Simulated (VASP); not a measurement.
# Fe (Im-3m) in VASP: a series of runs

The runs below take Fe through single point, with PBE.

Everything below comes from runs of VASP 6.6.1. Logs are shortened: lines on timing, memory, paths and dates and some standing lists are left out, and cuts for length are marked.

### Step 1. The cell of the first run

It takes space group Im-3m (No. 229, cubic). Conventional cell: a = 2.850 Å, b = 2.850 Å, c = 2.850 Å, α = 90.00°, β = 90.00°, γ = 90.00°. Within 3.3 Å of Fe (site symmetry m-3m) lie 14 Fe at 2.47 to 2.85 Å.

### Step 2. Single point, PBE, collinear spin, ferromagnetic start (11.57 Å³/atom)

File INCAR:

```
SYSTEM = Fe
PREC     = Accurate       ! precision mode
ENCUT    = 520            ! plane-wave cutoff, eV
EDIFF    = 1E-7           ! SCF threshold, eV
ISMEAR   = 0              ! smearing method
SIGMA    = 0.05           ! smearing width, eV
LREAL    = .FALSE.        ! projectors in reciprocal space
LASPH    = .TRUE.         ! aspherical terms in the spheres
NELM     = 150            ! most SCF steps
ALGO     = Normal         ! electronic algorithm
ISIF     = 2              ! what is computed and relaxed
LWAVE    = .FALSE.        ! write WAVECAR
LCHARG   = .FALSE.        ! write CHGCAR
ISPIN    = 2              ! spin polarisation
MAGMOM   = 2.43           ! initial moments
LORBIT   = 11             ! projections on sites
LMAXMIX  = 4              ! l up to which the mixer works
GGA      = PE             ! functional
NBANDS   = 14             ! bands
```

File KPOINTS:

```
regular mesh
0
G
  22 22 22
  0 0 0
```

File POSCAR:

```
Fe
1.0
   -1.4249683360      1.4249683360      1.4249683360
    1.4249683360     -1.4249683360      1.4249683360
    1.4249683360      1.4249683360     -1.4249683360
Fe
1
Direct
    0.0000000000      0.0000000000      0.0000000000
```

Potentials or basis: VASP PAW PBE potentials, release 64 (Fe).

On the command line:

```sh
$ cat potpaw_PBE.64/Fe/POTCAR > POTCAR
$ mpirun -np 1 vasp_std > vasp.out
```

OUTCAR:

```text
SYSTEM = Fe
   PREC = Accurate
   ENCUT = 520
   EDIFF = 1E-7
   ISMEAR = 0
   LREAL = .FALSE.
   LASPH = .TRUE.
   NELM = 150
   ISIF = 2
   ISPIN = 2
   LORBIT = 11
   GGA = PE

 ion  position               nearest neighbor table
   1  0.000  0.000  0.000-

  LATTYP: Found a body centered cubic cell.
 ALAT       =     2.8499366720

  Lattice vectors:

 A1 = (  -1.4249683360,   1.4249683360,   1.4249683360)
 A2 = (   1.4249683360,  -1.4249683360,   1.4249683360)
 A3 = (   1.4249683360,   1.4249683360,  -1.4249683360)

Analysis of symmetry for initial positions (statically):
=====================================================================
 Subroutine PRICEL returns:
 Original cell was already a primitive cell.

 Routine SETGRP: Setting up the symmetry group for a
 body centered cubic supercell.

 Subroutine GETGRP returns: Found 48 space group operations
 (whereof 48 operations were pure point group operations)
 out of a pool of 48 trial point group operations.

The static configuration has the point symmetry O_h .

Analysis of symmetry for dynamics (positions and initial velocities):
=====================================================================
 Subroutine PRICEL returns:
 Original cell was already a primitive cell.

 Routine SETGRP: Setting up the symmetry group for a
 body centered cubic supercell.

 Subroutine GETGRP returns: Found 48 space group operations
 (whereof 48 operations were pure point group operations)
 out of a pool of 48 trial point group operations.

The dynamic configuration has the point symmetry O_h .

Analysis of structural, dynamic, and magnetic symmetry:
=====================================================================
 Subroutine PRICEL returns:
 Original cell was already a primitive cell.

 Routine SETGRP: Setting up the symmetry group for a
 body centered cubic supercell.

 Subroutine GETGRP returns: Found 48 space group operations
 (whereof 48 operations were pure point group operations)
 out of a pool of 48 trial point group operations.

The overall configuration has the point symmetry O_h .

 Subroutine INISYM returns: Found 48 space group operations
 (whereof 48 operations are pure point group operations),
 and found     1 'primitive' translations

----------------------------------------------------------------------------------------

                                     Primitive cell

  volume of cell :      11.5738

  direct lattice vectors                    reciprocal lattice vectors
    -1.424968336  1.424968336  1.424968336     0.000000000  0.350884990  0.350884990
     1.424968336 -1.424968336  1.424968336     0.350884990  0.000000000  0.350884990
     1.424968336  1.424968336 -1.424968336     0.350884990  0.350884990  0.000000000

  length of vectors
     2.468117557  2.468117557  2.468117557     0.496226311  0.496226311  0.496226311

  position of ions in fractional coordinates (direct lattice)
     0.000000000  0.000000000  0.000000000

  ion indices of the primitive-cell ions
   primitive index   ion index
                 1           1

----------------------------------------------------------------------------------------

 KPOINTS: regular mesh

Automatic generation of k-mesh.
 Grid dimensions read from file:
 generate k-points for:   22   22   22

 Generating k-lattice:

  Cartesian coordinates                     Fractional coordinates (reciprocal lattice)
     0.000000000  0.015949318  0.015949318     0.045454545  0.000000000  0.000000000
     0.015949318  0.000000000  0.015949318     0.000000000  0.045454545  0.000000000
     0.015949318  0.015949318  0.000000000     0.000000000  0.000000000  0.045454545

  Length of vectors
     0.022555741  0.022555741  0.022555741

  Shift w.r.t. Gamma in fractional coordinates (k-lattice)
     0.000000000  0.000000000  0.000000000

 Subroutine IBZKPT returns following result:
 ===========================================

 Found    328 irreducible k-points:

 Following reciprocal coordinates:
            Coordinates               Weight
  0.000000  0.000000  0.000000      1.000000
  0.045455  0.000000  0.000000     12.000000
  0.090909  0.000000  0.000000     12.000000
  0.136364  0.000000  0.000000     12.000000
  0.181818  0.000000  0.000000     12.000000
  0.227273  0.000000  0.000000     12.000000
[... 16 lines left out ...]
  0.090909  0.090909  0.000000     24.000000
  0.136364  0.090909  0.000000     48.000000
 [... further k-points ...]
   k-points           NKPTS =    328   k-points in BZ     NKDIM =    328   number of bands    NBANDS=     14
   number of dos      NEDOS =    301   number of ions     NIONS =      1
   total plane-waves  NPLWV =   5832
   dimension x,y,z NGX =    18 NGY =   18 NGZ =   18
   dimension x,y,z NGXF=    36 NGYF=   36 NGZF=   36
   ions per type =               1
   NGX,Y,Z   is equivalent  to a cutoff of  12.12, 12.12, 12.12 a.u.
   NGXF,Y,Z  is equivalent  to a cutoff of  24.25, 24.25, 24.25 a.u.
 SYSTEM =  Fe
   PREC   = accura    normal or accurate (medium, high low for compatibility)
   ISTART =      0    job   : 0-new  1-cont  2-samecut
   ICHARG =      2    charge: 1-file 2-atom 10-const
   ISPIN  =      2    spin polarized calculation?
   LNONCOLLINEAR =      F non collinear calculations
   LSORBIT =      F    spin-orbit coupling
   LASPH  =      T    aspherical Exc in radial PAW
   ENCUT  =  520.0 eV  38.22 Ry    6.18 a.u.   4.59  4.59  4.59*2*pi/ulx,y,z
   NELM   =    150;   NELMIN=  2; NELMDL= -5     # of ELM steps
   EDIFF  = 0.1E-06   stopping-criterion for ELM
   LREAL  =      F    real-space projection
   EDIFFG = 0.1E-05   stopping-criterion for IOM
   NSW    =      0    number of steps for IOM
   IBRION =     -1    ionic relax: 0-MD 1-quasi-New 2-CG
   NFREE  =      0    steps in history (QN), initial steepest desc. (CG)
   ISIF   =      2    stress and relaxation
   ISYM   =      2    0-nonsym 1-usesym 2-fastsym
   POTIM  = 0.5000    time-step for ionic-motion
   TEBEG  =    0.0;   TEEND  =   0.0 temperature during run
   PSTRESS=    0.0 pullay stress
   NELECT =       8.0000    total number of electrons
   NUPDOWN=      -1.0000    fix difference up-down
   EMIN   =  10.00;   EMAX   =-10.00  energy-range for DOS
   EFERMI =   0.00;   METHOD = LEGACY
   ISMEAR =     0;   SIGMA  =   0.05  broadening in eV -4-tet -1-fermi 0-gaus
   EFERMI_NEDOS =   21; number of points for ismear=-14 and -15
   IALGO  =     38    algorithm
   IMIX   =      4    mixing-type and parameters
     AMIX     =   0.40;   BMIX     =  1.00
     AMIX_MAG =   1.60;   BMIX_MAG =  1.00
  volume/ion in A,a.u.               =      11.57        78.10
  Fermi-wavevector in a.u.,A,eV,Ry     =   1.447481  2.735343 28.506954  2.095202
  Thomas-Fermi vector in A             =   2.565431
   LORBIT       =     11    0 simple, 1 ext, 2 COOP (PROOUT), +10 PAW based schemes
   GGA     = PE    functional components
   LHFCALC =     F    Hartree Fock is set to
   AEXX    =    0.0000 exact exchange contribution
   IVDW    =     0    specifies the selected vdW correction
   LEPSILON=     F    determine dielectric tensor
   LRPA    =     F    only Hartree local field effects (RPA)
 spin polarized calculation
 Gauss-broadening in eV      SIGMA  =   0.05
  energy-cutoff  :      520.00
  volume of cell :       11.57
 maximum number of plane-waves:       325
   NGX =  9   NGY =  9   NGZ =  9

 number of electron       8.0000005 magnetization       2.2107473

 Free energy of the ion-electron system (eV)
  ---------------------------------------------------
  ext. energy  EPLUGINS =         0.00000000
  ---------------------------------------------------
  free energy    TOTEN  =        -8.24027072 eV

  energy without entropy =       -8.23898891  energy(sigma->0) =       -8.23962982

 E-fermi :   5.6072     XC(G=0): -13.0121

 val. band max:        5.6049617909   @ k =  -0.4545   0.5000   0.0455
 cond. band min:       5.6082772758   @ k =  -0.4091   0.4545   0.3636
 fundamental gap:      0.0033154849
 Fermi energy:         5.6071793583

 spin component 1

 k-point     1 :       0.0000    0.0000    0.0000
  band No.  band energies     occupation
      1      -2.6905      1.00000
      2       3.3642      1.00000
      3       3.3642      1.00000
      4       3.3642      1.00000
      5       4.5344      1.00000
      6       4.5344      1.00000
      7      30.4727      0.00000
      8      30.4727      0.00000
      9      30.4727      0.00000
     10      35.4350      0.00000
     11      35.4350      0.00000
     12      37.6357      0.00000
     13      37.6357      0.00000
     14      37.6357      0.00000
[... 375 lines left out ...]
 k-point    24 :       0.1364    0.0909    0.0000
  band No.  band energies     occupation
      1      -1.1837      1.00000
      2       3.0478      1.00000
      3       3.1436      1.00000
      4       4.2153      1.00000
      5       4.2880      1.00000
      6       4.6179      1.00000
      7      24.4581      0.00000
      8      26.1408      0.00000
      9      29.9797      0.00000
     10      30.7843      0.00000
     11      34.2946      0.00000
     12      35.6091      0.00000
     13      39.5365      0.00000
     14      39.7418      0.00000

 [... further k-points ...]

 spin component 2

 k-point     1 :       0.0000    0.0000    0.0000
  band No.  band energies     occupation
      1      -2.5247      1.00000
      2       5.2910      1.00000
      3       5.2911      1.00000
      4       5.2911      1.00000
      5       7.3057      0.00000
      6       7.3059      0.00000
      7      30.2150      0.00000
      8      30.2150      0.00000
      9      30.2150      0.00000
     10      35.6290      0.00000
     11      35.6290      0.00000
     12      38.2897      0.00000
     13      38.2897      0.00000
     14      38.2898      0.00000
[... 375 lines left out ...]
 k-point    24 :       0.1364    0.0909    0.0000
  band No.  band energies     occupation
      1      -0.9919      1.00000
      2       4.9000      1.00000
      3       5.0138      1.00000
      4       6.2068      0.00000
      5       6.9293      0.00000
      6       7.3961      0.00000
      7      24.8609      0.00000
      8      26.4654      0.00000
      9      30.5187      0.00000
     10      30.9133      0.00000
     11      34.6238      0.00000
     12      36.1747      0.00000
     13      39.9758      0.00000
     14      40.0795      0.00000

 [... further k-points ...]

------------------------ aborting loop because EDIFF is reached ----------------------------------------

  FORCE on cell =-STRESS in cart. coord.  units (eV):
  Direction    XX          YY          ZZ          XY          YZ          ZX
  --------------------------------------------------------------------------------------
  -------------------------------------------------------------------------------------
  Total       -0.2762348     -0.2762348     -0.2762348      0.0000000     -0.0000000      0.0000000
  in kB      -38.2396005    -38.2396005    -38.2396005      0.0000000     -0.0000000      0.0000000
  external PRESSURE =     -38.2396005 kB  Pullay stress =       0.0000000 kB

 VOLUME and BASIS-vectors are now :
 -----------------------------------------------------------------------------
  energy-cutoff  :      520.00
  volume of cell :       11.57
      direct lattice vectors                 reciprocal lattice vectors
    -1.424968336  1.424968336  1.424968336     0.000000000  0.350884990  0.350884990
     1.424968336 -1.424968336  1.424968336     0.350884990  0.000000000  0.350884990
     1.424968336  1.424968336 -1.424968336     0.350884990  0.350884990  0.000000000

 POSITION                                       TOTAL-FORCE (eV/Angst)
 -----------------------------------------------------------------------------------
      0.00000      0.00000      0.00000        -0.000000      0.000000     -0.000000
 -----------------------------------------------------------------------------------
    total drift:                                0.000000     -0.000000      0.000000

  FREE ENERGIE OF THE ION-ELECTRON SYSTEM (eV)
  ---------------------------------------------------
  free  energy   TOTEN  =        -8.2402707235 eV

  energy  without entropy=       -8.2389889119  energy(sigma->0) =       -8.23962982

 total charge

# of ion       s       p       d       tot
------------------------------------------
    1        0.480   0.524   6.226   7.230

 magnetization (x)

# of ion       s       p       d       tot
------------------------------------------
    1       -0.013  -0.054   2.277   2.211
```

It took 65 s on 1 thread of AMD EPYC 7R13 (Zen 3), shared host; peak memory 0.16 GiB.

Results:

```
Free energy                                           : -8.2403 eV
Pressure                                              : -3.8 GPa
Net moment                                            : 2.21 μB per cell
Site moments                                          : Fe +2.21 μB
Valence electrons inside the program's atomic spheres : Fe 7.23
```

Levels at points of the mesh, in eV from the Fermi level:
Spin up:
```tsv
k point	band 1	band 2	band 3	band 4	band 5	band 6	band 7	band 8	band 9	band 10
(0.00, 0.00, 0.00)	-8.30	-2.24	-2.24	-2.24	-1.07	-1.07	24.87	24.87	24.87	29.83
(0.50, 0.00, 0.00)	-4.80	-3.29	-1.01	-0.89	0.37	0.55	7.21	18.23	19.96	23.24
(0.50, 0.50, 0.50)	-4.72	-4.72	0.11	0.11	0.11	9.83	9.83	9.83	15.48	15.48
```
Spin down:
```tsv
k point	band 1	band 2	band 3	band 4	band 5	band 6
(0.00, 0.00, 0.00)	-8.13	-0.32	-0.32	-0.32	1.70	1.70
(0.50, 0.00, 0.00)	-3.51	-1.57	0.65	1.55	1.95	2.60
(0.50, 0.50, 0.50)	-2.88	-2.88	2.31	2.31	2.31	10.10
```

Caveat: the cell stands under tension.

### Step 3. Single point, PBE, collinear spin, ferromagnetic start (11.80 Å³/atom)

This run uses another cell than the first one, of 11.80 Å³/atom.

File INCAR:

```
SYSTEM = Fe
PREC = Accurate
ENCUT = 520
EDIFF = 1E-6
ISMEAR = 0
SIGMA = 0.05
LREAL = .False.
LASPH = .True.
NELM = 150
ALGO = Normal
ISIF = 2
LWAVE = .False.
LCHARG = .True.
ISPIN = 2
MAGMOM = 2.46
LORBIT = 11
LMAXMIX = 4
GGA = PE
LELF = .True.
LVHAR = .True.
NBANDS = 14
```

File KPOINTS:

```
regular mesh
0
Gamma
  22 22 22
  0 0 0
```

File POSCAR:

```
Fe
1.0
   -1.4342216364      1.4342216364      1.4342216364
    1.4342216364     -1.4342216364      1.4342216364
    1.4342216364      1.4342216364     -1.4342216364
Fe
1
Direct
    0.0000000000      0.0000000000      0.0000000000
```

Potentials or basis: VASP PAW PBE potentials, release 64 (Fe).

On the command line:

```sh
$ cat potpaw_PBE.64/Fe/POTCAR > POTCAR
$ mpirun -np 1 vasp_std > vasp.out
```

It took 58 s on 1 thread of AMD EPYC 7R13 (Zen 3), shared host; peak memory 0.16 GiB.

The run converged. Its results:

```
Free energy                                           : -8.2326 eV
Pressure                                              : -7.2 GPa
Net moment                                            : 2.25 μB per cell
Site moments                                          : Fe +2.25 μB
Valence electrons inside the program's atomic spheres : Fe 7.19
```

Levels at points of the mesh, in eV from the Fermi level:
Spin up:
```tsv
k point	band 2	band 3	band 4	band 5	band 6	band 7	band 8	band 9
(0.00, 0.00, 0.00)	-2.20	-2.20	-2.20	-1.06	-1.06	24.69	24.69	24.69
(0.50, 0.00, 0.00)	-3.22	-1.00	-0.89	0.33	0.57	7.05	18.08	19.66
(0.50, 0.50, 0.50)	-4.60	0.08	0.08	0.08	9.71	9.71	9.71	15.29
```
Spin down:
```tsv
k point	band 1	band 2	band 3	band 4	band 5	band 6
(0.00, 0.00, 0.00)	-8.01	-0.23	-0.23	-0.23	1.73	1.73
(0.50, 0.00, 0.00)	-3.38	-1.45	0.66	1.59	1.97	2.61
(0.50, 0.50, 0.50)	-2.73	-2.73	2.33	2.33	2.33	9.97
```

Caveat: the cell stands under tension.
